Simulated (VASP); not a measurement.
# Sc4Mo (Pm-3m) in VASP: notebook

Runs on Sc4Mo. Level: PBE. Tasks: relaxation of cell and atoms, single point.

Everything below comes from runs of VASP 6.6.1. Logs are shortened: lines on timing, memory, paths and dates and some standing lists are left out, and cuts for length are marked.

## Step 1: The cell of the first run

The structure is cubic, space group Pm-3m (No. 221). The conventional cell has a = 5.021 Å, b = 5.021 Å, c = 5.021 Å, α = 90.00°, β = 90.00°, γ = 90.00°. Sc (site symmetry 4/mmm) has 2 Mo at 2.51 Å within 3.3 Å. Sc (site symmetry m-3m) has 12 Sc at 3.55 Å and 8 Mo at 4.35 Å within 4.7 Å. Within 3.3 Å of Mo (site symmetry m-3m) lie 6 Sc at 2.51 Å.

The cell was built from a structure type or drawn by symmetry, and may not be a known phase.

## Step 2: Relaxation of cell and atoms, PBE

Contents of INCAR:

```
PREC     = Accurate       # precision mode
ENCUT    = 600            # plane-wave cutoff, eV
EDIFF    = 1E-7           # SCF threshold, eV
ISMEAR   = 0              # smearing method
SIGMA    = 0.1            # smearing width, eV
LREAL    = False          # projectors in reciprocal space
LASPH    = True           # aspherical terms in the spheres
NELM     = 100            # most SCF steps
ALGO     = Fast           # electronic algorithm
ISIF     = 3              # what is computed and relaxed
LWAVE    = False          # write WAVECAR
LCHARG   = False          # write CHGCAR
GGA      = PE             # functional
IBRION   = 2              # ionic algorithm
NSW      = 100            # ionic steps
EDIFFG   = -0.01          # ionic threshold
```

Contents of KPOINTS:

```
regular mesh
0
Gamma
  8 8 8
```

Contents of POSCAR:

```
Sc4Mo
1.0
    5.0211096904      0.0000000000      0.0000000000
    0.0000000000      5.0211096904      0.0000000000
    0.0000000000      0.0000000000      5.0211096904
Sc Mo
4 1
Direct
    0.5000000000      0.0000000000      0.0000000000
    0.0000000000      0.5000000000      0.0000000000
    0.0000000000      0.0000000000      0.5000000000
    0.5000000000      0.5000000000      0.5000000000
    0.0000000000      0.0000000000      0.0000000000
```

Potentials or basis: VASP PAW PBE potentials, release 64 (Sc_sv, Mo_sv).

The run is started by

```console
$ cat potpaw_PBE.64/Sc_sv/POTCAR potpaw_PBE.64/Mo_sv/POTCAR > POTCAR
$ mpirun -np 1 vasp_std > vasp.out
```

OUTCAR:

```text
PREC = Accurate
   ENCUT = 600
   EDIFF = 1E-7
   ISMEAR = 0
   LREAL = False
   LASPH = True
   NELM = 100
   ISIF = 3
   GGA = PE
   IBRION = 2
   NSW = 100
   EDIFFG = -0.01

 ion  position               nearest neighbor table
   1  0.500  0.000  0.000-   5 2.51   5 2.51
   2  0.000  0.500  0.000-   5 2.51   5 2.51
   3  0.000  0.000  0.500-   5 2.51   5 2.51
   4  0.500  0.500  0.500-
   5  0.000  0.000  0.000-   1 2.51   2 2.51   3 2.51   3 2.51   2 2.51   1 2.51

  LATTYP: Found a simple cubic cell.
 ALAT       =     5.0211096904

  Lattice vectors:

 A1 = (   5.0211096904,   0.0000000000,   0.0000000000)
 A2 = (   0.0000000000,   5.0211096904,   0.0000000000)
 A3 = (   0.0000000000,   0.0000000000,   5.0211096904)

Analysis of symmetry for initial positions (statically):
=====================================================================
 Subroutine PRICEL returns:
 Original cell was already a primitive cell.

 Routine SETGRP: Setting up the symmetry group for a
 simple cubic supercell.

 Subroutine GETGRP returns: Found 48 space group operations
 (whereof 48 operations were pure point group operations)
 out of a pool of 48 trial point group operations.

The static configuration has the point symmetry O_h .

Analysis of symmetry for dynamics (positions and initial velocities):
=====================================================================
 Subroutine PRICEL returns:
 Original cell was already a primitive cell.

 Routine SETGRP: Setting up the symmetry group for a
 simple cubic supercell.

 Subroutine GETGRP returns: Found 48 space group operations
 (whereof 48 operations were pure point group operations)
 out of a pool of 48 trial point group operations.

The dynamic configuration has the point symmetry O_h .

 Subroutine INISYM returns: Found 48 space group operations
 (whereof 48 operations are pure point group operations),
 and found     1 'primitive' translations

----------------------------------------------------------------------------------------

                                     Primitive cell

  volume of cell :     126.5899

  direct lattice vectors                    reciprocal lattice vectors
     5.021109690  0.000000000  0.000000000     0.199159162  0.000000000  0.000000000
     0.000000000  5.021109690  0.000000000     0.000000000  0.199159162  0.000000000
     0.000000000  0.000000000  5.021109690     0.000000000  0.000000000  0.199159162

  length of vectors
     5.021109690  5.021109690  5.021109690     0.199159162  0.199159162  0.199159162

  position of ions in fractional coordinates (direct lattice)
     0.500000000  0.000000000  0.000000000
     0.000000000  0.500000000  0.000000000
     0.000000000  0.000000000  0.500000000
     0.500000000  0.500000000  0.500000000
     0.000000000  0.000000000  0.000000000

  ion indices of the primitive-cell ions
   primitive index   ion index
                 1           1
                 2           2
                 3           3
                 4           4
                 5           5

----------------------------------------------------------------------------------------

 KPOINTS: regular mesh

Automatic generation of k-mesh.
 Grid dimensions read from file:
 generate k-points for:    8    8    8

 Generating k-lattice:

  Cartesian coordinates                     Fractional coordinates (reciprocal lattice)
     0.024894895  0.000000000  0.000000000     0.125000000  0.000000000  0.000000000
     0.000000000  0.024894895  0.000000000     0.000000000  0.125000000  0.000000000
     0.000000000  0.000000000  0.024894895     0.000000000  0.000000000  0.125000000

  Length of vectors
     0.024894895  0.024894895  0.024894895

  Shift w.r.t. Gamma in fractional coordinates (k-lattice)
     0.000000000  0.000000000  0.000000000

 Subroutine IBZKPT returns following result:
 ===========================================

 Found     35 irreducible k-points:

 Following reciprocal coordinates:
            Coordinates               Weight
  0.000000  0.000000  0.000000      1.000000
  0.125000  0.000000  0.000000      6.000000
  0.250000  0.000000  0.000000      6.000000
  0.375000  0.000000  0.000000      6.000000
  0.500000  0.000000  0.000000      3.000000
  0.125000  0.125000  0.000000     12.000000
[... 16 lines left out ...]
  0.375000  0.375000  0.125000     24.000000
  0.500000  0.375000  0.125000     24.000000
 [... further k-points ...]
   k-points           NKPTS =     35   k-points in BZ     NKDIM =     35   number of bands    NBANDS=     34
   number of dos      NEDOS =    301   number of ions     NIONS =      5
   total plane-waves  NPLWV =  64000
   dimension x,y,z NGX =    40 NGY =   40 NGZ =   40
   dimension x,y,z NGXF=    80 NGYF=   80 NGZF=   80
   ions per type =               4   1
   NGX,Y,Z   is equivalent  to a cutoff of  13.24, 13.24, 13.24 a.u.
   NGXF,Y,Z  is equivalent  to a cutoff of  26.49, 26.49, 26.49 a.u.
 SYSTEM =  unknown system
   PREC   = accura    normal or accurate (medium, high low for compatibility)
   ISTART =      0    job   : 0-new  1-cont  2-samecut
   ICHARG =      2    charge: 1-file 2-atom 10-const
   ISPIN  =      1    spin polarized calculation?
   LNONCOLLINEAR =      F non collinear calculations
   LSORBIT =      F    spin-orbit coupling
   LASPH  =      T    aspherical Exc in radial PAW
   ENCUT  =  600.0 eV  44.10 Ry    6.64 a.u.  10.03 10.03 10.03*2*pi/ulx,y,z
   NELM   =    100;   NELMIN=  2; NELMDL= -5     # of ELM steps
   EDIFF  = 0.1E-06   stopping-criterion for ELM
   LREAL  =      F    real-space projection
   EDIFFG = -.1E-01   stopping-criterion for IOM
   NSW    =    100    number of steps for IOM
   IBRION =      2    ionic relax: 0-MD 1-quasi-New 2-CG
   NFREE  =      1    steps in history (QN), initial steepest desc. (CG)
   ISIF   =      3    stress and relaxation
   ISYM   =      2    0-nonsym 1-usesym 2-fastsym
   POTIM  = 0.5000    time-step for ionic-motion
   TEBEG  =    0.0;   TEEND  =   0.0 temperature during run
   PSTRESS=    0.0 pullay stress
   NELECT =      58.0000    total number of electrons
   NUPDOWN=      -1.0000    fix difference up-down
   EMIN   =  10.00;   EMAX   =-10.00  energy-range for DOS
   EFERMI =   0.00;   METHOD = LEGACY
   ISMEAR =     0;   SIGMA  =   0.10  broadening in eV -4-tet -1-fermi 0-gaus
   EFERMI_NEDOS =   21; number of points for ismear=-14 and -15
   IALGO  =     68    algorithm
   IMIX   =      4    mixing-type and parameters
     AMIX     =   0.40;   BMIX     =  1.00
     AMIX_MAG =   1.60;   BMIX_MAG =  1.00
  volume/ion in A,a.u.               =      25.32       170.85
  Fermi-wavevector in a.u.,A,eV,Ry     =   1.262073  2.384972 21.671742  1.592828
  Thomas-Fermi vector in A             =   2.395500
   LORBIT       =      0    0 simple, 1 ext, 2 COOP (PROOUT), +10 PAW based schemes
   GGA     = PE    functional components
   LHFCALC =     F    Hartree Fock is set to
   AEXX    =    0.0000 exact exchange contribution
   IVDW    =     0    specifies the selected vdW correction
   LEPSILON=     F    determine dielectric tensor
   LRPA    =     F    only Hartree local field effects (RPA)
 conjugate gradient relaxation of ions
 non-spin polarized calculation
 RMM-DIIS sequential band-by-band and
 Gauss-broadening in eV      SIGMA  =   0.10
  energy-cutoff  :      600.00
  volume of cell :      126.59
 maximum number of plane-waves:      4260
   NGX = 21   NGY = 21   NGZ = 21

--------------------------------------- Ionic step        1  -------------------------------------------

 number of electron      58.0000027 magnetization

 Free energy of the ion-electron system (eV)
  ---------------------------------------------------
  ext. energy  EPLUGINS =         0.00000000
  ---------------------------------------------------
  free energy    TOTEN  =       -33.85520895 eV

  energy without entropy =      -33.81903537  energy(sigma->0) =      -33.83712216

------------------------ aborting loop because EDIFF is reached ----------------------------------------

  FORCE on cell =-STRESS in cart. coord.  units (eV):
  Direction    XX          YY          ZZ          XY          YZ          ZX
  --------------------------------------------------------------------------------------
  -------------------------------------------------------------------------------------
  Total        0.8081239      0.8081239      0.8081239     -0.0000000     -0.0000000     -0.0000000
  in kB       10.2279697     10.2279697     10.2279697     -0.0000000     -0.0000000     -0.0000000
  external PRESSURE =      10.2279697 kB  Pullay stress =       0.0000000 kB
[... 63 lines left out ...]
  energy  without entropy=      -33.8266585759  energy(sigma->0) =      -33.84401281

--------------------------------------- Ionic step        3  -------------------------------------------

 number of electron      58.0000033 magnetization

 Free energy of the ion-electron system (eV)
  ---------------------------------------------------
  ext. energy  EPLUGINS =         0.00000000
  ---------------------------------------------------
  free energy    TOTEN  =       -33.86219648 eV

  energy without entropy =      -33.82717383  energy(sigma->0) =      -33.84468515

 E-fermi :   4.0128     XC(G=0):  -9.7128

 val. band max:        4.0077329067   @ k =   0.5000   0.2500   0.2500
 cond. band min:       4.0135549566   @ k =   0.5000   0.3750   0.1250
 fundamental gap:      0.0058220499
 Fermi energy:         4.0128129914

 k-point     1 :       0.0000    0.0000    0.0000
  band No.  band energies     occupation
      1     -55.6947      2.00000
      2     -46.5861      2.00000
      3     -45.2466      2.00000
      4     -45.2364      2.00000
      5     -45.2364      2.00000
      6     -30.0546      2.00000
[... 877 lines left out ...]
     33       4.9289      0.00000
     34       5.1091      0.00000

 [... further k-points ...]
[... 5 lines left out ...]
  --------------------------------------------------------------------------------------
  -------------------------------------------------------------------------------------
  Total        0.0039596      0.0039596      0.0039596      0.0000000      0.0000000     -0.0000000
  in kB        0.0492535      0.0492535      0.0492535      0.0000000      0.0000000     -0.0000000
  external PRESSURE =       0.0492535 kB  Pullay stress =       0.0000000 kB
[... 20 lines left out ...]
  FREE ENERGIE OF THE ION-ELECTRON SYSTEM (eV)
  ---------------------------------------------------
  free  energy   TOTEN  =       -33.8621964800 eV

  energy  without entropy=      -33.8271738283  energy(sigma->0) =      -33.84468515

 reached required accuracy - stopping structural energy minimisation
```

Run time: 8.5 min. Hardware: 1 thread of AMD EPYC 9R45 (Zen 5), shared host; peak memory 0.33 GiB.

Results:

```yaml
Free_energy: -33.8622 eV
Relaxed_volume: 25.76 Å³/atom
Relaxed_cell: a = 5.050 Å, b = 5.050 Å, c = 5.050 Å, α = 90.00°, β = 90.00°, γ = 90.00°
Space_group_after_relaxing_to_0.1_Å: Pm-3m (No. 221)
Energy_gained_by_relaxing: 1.4 meV/atom
Ionic_steps: 3
Pressure_after_relaxing: 0.0 GPa
Band_gap_on_the_k_mesh: zero (bands 29 and 30 overlap by 0.61 eV)
```

Step by step:
| step | energy change (eV) | largest force (eV/Å) | pressure (GPa) | volume (Å³) |
| --- | --- | --- | --- | --- |
| 1 | 0.0000 | 0.0000 | 1.02 | 126.59 |
| 2 | -0.0062 | 0.0000 | -0.35 | 129.57 |
| 3 | -0.0070 | 0.0000 | 0.00 | 128.80 |

Final structure:
```cif
data_structure
_symmetry_space_group_name_H-M 'P 1'
_symmetry_Int_Tables_number 1
_cell_length_a 5.0502
_cell_length_b 5.0502
_cell_length_c 5.0502
_cell_angle_alpha 90.000
_cell_angle_beta 90.000
_cell_angle_gamma 90.000
_cell_volume 128.80
loop_
_atom_site_label
_atom_site_type_symbol
_atom_site_fract_x
_atom_site_fract_y
_atom_site_fract_z
_atom_site_occupancy
Sc1 Sc 0.50000 0.00000 0.00000 1
Sc2 Sc 0.00000 0.50000 0.00000 1
Sc3 Sc 0.00000 0.00000 0.50000 1
Sc4 Sc 0.50000 0.50000 0.50000 1
Mo1 Mo 0.00000 0.00000 0.00000 1
```

## Step 3: Single point, PBE

This run uses another cell than the first one, of 18.32 Å³/atom.

Contents of INCAR:

```
PREC = Accurate
ENCUT = 520
EDIFF = 1E-6
ISMEAR = 0
SIGMA = 0.1
LREAL = F
LASPH = T
NELM = 60
ALGO = Normal
ISIF = 2
LWAVE = F
LCHARG = F
GGA = PE
NBANDS = 37
```

Contents of KPOINTS:

```
regular mesh
0
Gamma
  4 4 4
```

Edit POSCAR of step 2 so:

```diff
@@ -2,5 +2,5 @@
 1.0
-    5.0211096904      0.0000000000      0.0000000000
-    0.0000000000      5.0211096904      0.0000000000
-    0.0000000000      0.0000000000      5.0211096904
+    4.5081909600      0.0000000000      0.0000000000
+    0.0000000000      4.5081909600      0.0000000000
+    0.0000000000      0.0000000000      4.5081909600
 Sc Mo
```

Potentials or basis: VASP PAW PBE potentials, release 64 (Sc_sv, Mo_sv).

The run is started by

```console
$ cat potpaw_PBE.64/Sc_sv/POTCAR potpaw_PBE.64/Mo_sv/POTCAR > POTCAR
$ mpirun -np 1 vasp_std > vasp.out
```

It took 25 s on 1 thread of Intel Xeon 6975P-C (Granite Rapids), shared host; peak memory 0.21 GiB.

It converged, with:

```
Free energy            : -30.9354 eV
Pressure               : 35.9 GPa
Band gap on the k mesh : zero (bands 29 and 30 overlap by 1.27 eV)
```

Levels at points of the mesh, in eV from the Fermi level:
```
           k point  band 25  band 26  band 27  band 28  band 29  band 30  band 31  band 32  band 33  band 34
(0.00, 0.00, 0.00)    -2.97    -2.97    -1.67    -1.67    -0.63     0.69     0.69     0.69     2.08     2.08
(0.50, 0.00, 0.00)    -3.04    -2.83    -1.19    -0.91     0.01     0.01     0.11     0.66     1.67     2.08
(0.50, 0.50, 0.00)    -1.89    -1.89    -1.07     0.31     0.32     0.51     0.80     0.80     0.81     1.01
(0.50, 0.50, 0.50)    -1.92    -1.92    -1.92     1.13     1.13     1.35     1.35     1.37     1.37     1.37
```

Caveat: the cell stands under pressure.

## Step 4: Single point, PBE

Contents of INCAR:

```
SYSTEM = Sc4Mo
PREC     = Accurate       ! precision mode
ENCUT    = 520            ! plane-wave cutoff, eV
EDIFF    = 1E-6           ! SCF threshold, eV
ISMEAR   = 0              ! smearing method
SIGMA    = 0.1            ! smearing width, eV
LREAL    = .FALSE.        ! projectors in reciprocal space
LASPH    = .TRUE.         ! aspherical terms in the spheres
NELM     = 60             ! most SCF steps
ALGO     = Normal         ! electronic algorithm
ISIF     = 2              ! what is computed and relaxed
LWAVE    = .FALSE.        ! write WAVECAR
LCHARG   = .FALSE.        ! write CHGCAR
GGA      = PE             ! functional
NBANDS   = 37             ! bands
```

Contents of KPOINTS:

```
regular mesh
0
G
  4 4 4
  0 0 0
```

Edit POSCAR of step 3 so:

```diff
@@ -2,5 +2,5 @@
 1.0
-    4.5081909600      0.0000000000      0.0000000000
-    0.0000000000      4.5081909600      0.0000000000
-    0.0000000000      0.0000000000      4.5081909600
+    5.0211096904      0.0000000000      0.0000000000
+    0.0000000000      5.0211096904      0.0000000000
+    0.0000000000      0.0000000000      5.0211096904
 Sc Mo
```

The run is started by

```console
$ cat potpaw_PBE.64/Sc_sv/POTCAR potpaw_PBE.64/Mo_sv/POTCAR > POTCAR
$ mpirun -np 1 vasp_std > vasp.out
```

It took 32 s on 1 thread of Intel Xeon 6975P-C (Granite Rapids), shared host; peak memory 0.24 GiB.

The run converged. Its results:

```yaml
Free_energy: -33.9484 eV
Pressure: 0.4 GPa
Band_gap_on_the_k_mesh: zero (bands 29 and 30 overlap by 0.44 eV)
```

Levels at points of the mesh, in eV from the Fermi level:
```tsv
k point	band 25	band 26	band 27	band 28	band 29	band 30	band 31	band 32	band 33	band 34
(0.00, 0.00, 0.00)	-2.19	-2.19	-1.04	-0.95	-0.95	0.60	0.60	0.60	1.09	1.09
(0.50, 0.00, 0.00)	-1.95	-1.95	-0.84	-0.51	-0.03	-0.03	0.18	0.26	1.10	1.66
(0.50, 0.50, 0.00)	-1.87	-1.87	-0.93	0.24	0.33	0.44	0.47	0.81	0.83	0.83
(0.50, 0.50, 0.50)	-1.56	-1.56	-1.55	-0.13	0.39	0.39	0.98	0.99	1.31	1.31
```

## Step 5: Relaxation of cell and atoms, PBE

This run uses another cell than the first one, of 18.32 Å³/atom.

Contents of INCAR:

```
PREC = Accurate ; ENCUT = 600
EDIFF = 1E-7 ; ISMEAR = 0
SIGMA = 0.1 ; LREAL = False
LASPH = True ; NELM = 60
ALGO = Normal ; ISIF = 3
LWAVE = False ; LCHARG = False
GGA = PE ; IBRION = 2
NSW = 90 ; EDIFFG = -0.04
```

Contents of KPOINTS:

```
regular mesh
0
Gamma
  4 4 4
```

Edit POSCAR of step 4 so:

```diff
@@ -2,5 +2,5 @@
 1.0
-    5.0211096904      0.0000000000      0.0000000000
-    0.0000000000      5.0211096904      0.0000000000
-    0.0000000000      0.0000000000      5.0211096904
+    4.5081909600      0.0000000000      0.0000000000
+    0.0000000000      4.5081909600      0.0000000000
+    0.0000000000      0.0000000000      4.5081909600
 Sc Mo
```

The run is started by

```console
$ cat potpaw_PBE.64/Sc_sv/POTCAR potpaw_PBE.64/Mo_sv/POTCAR > POTCAR
$ mpirun -np 1 vasp_std > vasp.out
```

Run time: 77 s. Hardware: 1 thread of Intel Xeon 6975P-C (Granite Rapids), shared host; peak memory 0.22 GiB.

It converged, with:

* Free energy: -33.9363 eV
* Relaxed volume: 25.38 Å³/atom
* Relaxed cell: a = 5.025 Å, b = 5.025 Å, c = 5.025 Å, α = 90.00°, β = 90.00°, γ = 90.00°
* Space group after relaxing (to 0.1 Å): Pm-3m (No. 221)
* Energy gained by relaxing: 599.9 meV/atom
* Ionic steps: 3
* Pressure after relaxing: 0.2 GPa
* Band gap on the k mesh: zero (bands 29 and 30 overlap by 0.44 eV)

Step by step:
```tsv
step	energy change (eV)	largest force (eV/Å)	pressure (GPa)	volume (Å³)
1	0.0000	0.0000	35.93	91.62
2	-2.0776	0.0000	-8.37	157.64
3	-2.9993	0.0000	0.22	126.91
```

Final structure:
```
Sc Mo
1.0
     5.02530    0.00000    0.00000
     0.00000    5.02530    0.00000
     0.00000    0.00000    5.02530
Sc Mo
4 1
Direct
  0.50000 0.00000 0.00000
  0.00000 0.50000 0.00000
  0.00000 0.00000 0.50000
  0.50000 0.50000 0.50000
  0.00000 0.00000 0.00000
```

Levels at points of the mesh, in eV from the Fermi level:
```
           k point  band 26  band 27  band 28  band 29  band 30  band 31  band 32  band 33
(0.00, 0.00, 0.00)    -2.19    -1.04    -0.94    -0.94     0.60     0.60     0.60     1.09
(0.50, 0.00, 0.00)    -1.95    -0.84    -0.51    -0.03    -0.03     0.18     0.26     1.09
(0.50, 0.50, 0.00)    -1.87    -0.92     0.23     0.33     0.44     0.47     0.81     0.83
(0.50, 0.50, 0.50)    -1.56    -1.54    -0.13     0.39     0.39     1.31     1.37     1.84
```

Caveat: the volume moved by over 15 % at a fixed basis, so the end points are rough.

## Step 6: The runs side by side

```csv
task,cell,k mesh,cutoff (eV),gap on the mesh (eV),pressure (GPa),relaxed volume (Å³/atom)
relaxation of cell and atoms,"relaxed from a = 5.021 Å, 5 atoms",8 × 8 × 8,600,none,0.0,25.76
single point,"a = 4.508 Å, 5 atoms",4 × 4 × 4,520,none,35.9,-
single point,"a = 5.021 Å, 5 atoms",4 × 4 × 4,520,none,0.4,-
relaxation of cell and atoms,"relaxed from a = 4.508 Å, 5 atoms",4 × 4 × 4,600,none,0.2,25.38
```

Alike in all rows: level PBE; potentials or basis VASP PAW PBE potentials, release 64 (Sc_sv, Mo_sv); no spin polarisation; smearing gaussian 0.1 eV.

Caveats: the cell stands under pressure (at least some runs); the volume moved by over 15 % at a fixed basis, so the end points are rough (at least some runs).

Total energies depend on the potentials used, so only differences within one code and one set of settings carry meaning.
